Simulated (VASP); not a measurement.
A run of VASP 6.6.1:

Contents of INCAR:

```
PREC = Accurate
ENCUT = 600
EDIFF = 1E-6
ISMEAR = 0
SIGMA = 0.05
LREAL = False
LASPH = True
NELM = 100
ALGO = Normal
ISIF = 3
LWAVE = False
LCHARG = False
GGA = PE
IBRION = 2
NSW = 80
EDIFFG = -0.03
```

Contents of KPOINTS:

```
regular mesh
0
Gamma
  6 6 6
```

POSCAR

```
As
1.0
    1.8797500000      1.0852741685      3.4857666667
   -1.8797500000      1.0852741685      3.4857666667
    0.0000000000     -2.1705483370      3.4857666667
As
2
Direct
    0.2275400000      0.2275400000      0.2275400000
    0.7724600000      0.7724600000      0.7724600000
```

Potentials or basis: VASP PAW PBE potentials, release 64 (As).

Run with:

```bash
$ cat potpaw_PBE.64/As/POTCAR > POTCAR
$ mpirun -np 1 vasp_std > vasp.out
```

Hardware: 1 thread of Intel Xeon 6975P-C, with other jobs on the host.

How long does it take, and how much memory?

Run time: 70 s on 1 thread of Intel Xeon 6975P-C, with other jobs on the host, peak memory 0.21 GiB. Counts: scf iterations 42, k points 32, ion steps 7.
